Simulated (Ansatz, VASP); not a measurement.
## Na in VASP and in Ansatz

File INCAR:

```
PREC = Accurate
ENCUT = 520
EDIFF = 1E-6
ISMEAR = 0
SIGMA = 0.15
LREAL = False
LASPH = True
NELM = 60
ALGO = Fast
ISIF = 2
LWAVE = False
LCHARG = False
GGA = PS
NBANDS = 14
```

The input KPOINTS:

```
Automatic mesh
0
Gamma
  12 12 10
```

Contents of POSCAR:

```
Na
1.0
    0.0000000000     -3.7580792051      0.0000000000
   -3.7580792051      0.0000000000      0.0000000000
    0.0000000000      0.0000000000     -5.2675445391
Na
2
Direct
    0.5000000000      0.6642007968      0.5000000000
    0.0000000000     -0.1642007968      0.0000000000
```

Input for Ansatz:

```yaml
crystal:
  lattice:
    - [0.0, -3.7580792051, 0.0]
    - [-3.7580792051, 0.0, 0.0]
    - [0.0, 0.0, -5.2675445391]
  atoms:
    - { symbol: Na, position: [0.5, 0.6642007968, 0.5] }
    - { symbol: Na, position: [0.0, -0.1642007968, 0.0] }
basis:
  ecutwfc: 520.0
kpoints:
  mp_grid: { grid: [12, 12, 10] }
hamiltonian:
  xc: pbesol
scf:
  occupations: { method: gaussian, width: 0.15 }
output:
  forces: true
  stress: true
  eigenvalues: true
  write_density: true
  write_potential: true
  elf: true
  volumetric_format: npy
```

Change from the starting cell: mode 4 frozen in at -0.612 Å, equal normal strain along x, y and z +0.0083.

Alike in both runs: task single point; functional PBEsol; k mesh 12 × 12 × 10; occupations gaussian, width 0.15 eV; no spin polarisation.

|  | VASP | Ansatz |
| --- | --- | --- |
| version | VASP 6.6.1 | Ansatz 0.2.0 |
| potentials or method | VASP PAW PBE potentials, release 64 (Na_pv), cutoff 520 eV | scalar-relativistic, plane waves, PAW |
| valence electrons in the cell | 14 | 18 |

```csv
,VASP,Ansatz,Ansatz less VASP
gap on the k mesh at the Fermi level (eV),none,none,-
pressure (GPa),0.4,0.4,0.00
"traceless stress, the component that is largest in VASP (GPa)",-1.74,-1.74,0.000
rms of the force components (eV/Å),0.120,0.120,+0.0002
```

VASP's potentials were made for PBE, not for PBEsol. Atom by atom the forces differ by 0.000 eV/Å (rms over components). A gap of «none» marks a metal or a gap that the smearing closes. The functional is the same, so the differences come from potentials, cutoffs and numerics. VASP's potentials hold 14 valence electrons a cell and Ansatz's 18, so a difference there can come from the potentials and not from the codes.
